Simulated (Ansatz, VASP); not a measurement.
Au: VASP beside Ansatz

```
Au
1.0
    -4.15790    4.15790   -4.15790
     4.15790    4.15790    4.15790
     4.15790   -4.15790   -4.15790
Au
15
Direct
  0.00385 0.24615 0.75000
  0.49615 0.00000 0.50385
  0.75000 0.50000 0.75000
  0.25000 0.24615 0.50385
  0.49615 0.75385 0.75000
  0.00385 0.50770 0.50385
  0.75000 0.00000 0.25000
  0.49615 0.24615 0.24230
  0.75770 0.75385 0.50385
  0.00385 0.00000 0.99615
  0.25000 0.50000 0.25000
  0.00385 0.75385 0.25770
  0.74230 0.24615 0.99615
  0.49615 0.49230 0.99615
  0.25000 0.75385 0.99615
```

Change from the starting cell: Au vacancy (site a), charge +0, atoms relaxed at the host's cell.

Alike in both runs: functional PBE; k mesh 5 × 5 × 5; occupations gaussian, width 0.1 eV; no spin polarisation.

Ansatz relaxed the structure, and its values are those at the end. VASP's run is a single point on that final structure, the one shown.

```csv
,VASP,Ansatz
version,VASP 6.6.1,Ansatz 0.2.0
potentials or method,"VASP PAW PBE potentials, release 64 (Au), cutoff 520 eV","scalar-relativistic, plane waves, PAW"
valence electrons in the cell,165,285
```

|  | VASP | Ansatz | Ansatz less VASP |
| --- | --- | --- | --- |
| gap on the k mesh at the Fermi level (eV) | none | none | - |
| rms of the force components (eV/Å) | 0.003 | 0.003 | +0.0005 |

A gap of «none» marks a metal or a gap that the smearing closes. The functional is the same, so the differences come from potentials, cutoffs and numerics. VASP's potentials hold 165 valence electrons a cell and Ansatz's 285, so a difference there can come from the potentials and not from the codes.

Neither program's run includes spin-orbit coupling.
